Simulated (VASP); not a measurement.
Here is a VASP 6.6.1 calculation.

File INCAR:

```
SYSTEM = C
PREC = Accurate
ENCUT = 520
EDIFF = 1E-6
ISMEAR = 0
SIGMA = 0.05
LREAL = .FALSE.
LASPH = .TRUE.
NELM = 80
ALGO = Normal
ISIF = 2
LWAVE = .FALSE.
LCHARG = .FALSE.
NBANDS = 21
```

KPOINTS

```
Automatic mesh
0
G
  12 12 3
  0 0 0
```

Contents of POSCAR:

```
C
1.0
    0.0000000000      2.4448680940      0.0000000000
   -2.1172982845      1.2224340470      0.0115975242
    0.0609586503      0.0000000000     10.2387069794
C
6
Direct
    0.5000044363     -0.0000088725      0.1626621823
    0.8333565125      0.3332869750      0.8130510385
    0.1666804744      0.6666390513      0.4878566104
    0.5000143076      0.9999713849      0.4877591933
    0.8333382695      0.3333234611      0.1625647652
    0.1666903457      0.6666193086      0.8129536214
```

Potentials or basis: VASP PAW LDA potentials, release 64 (C).

The run is started by

```bash
$ cat potpaw_LDA.64/C/POTCAR > POTCAR
$ mpirun -np 1 vasp_std > vasp.out
```

(1) Predict the pressure.

(2) What does it give for the largest force?

Answers

(1) 0.7 GPa.

(2) 0.026 eV/Å.

Caveat: the cell differs from its parent crystal (the distance across one plane changed).
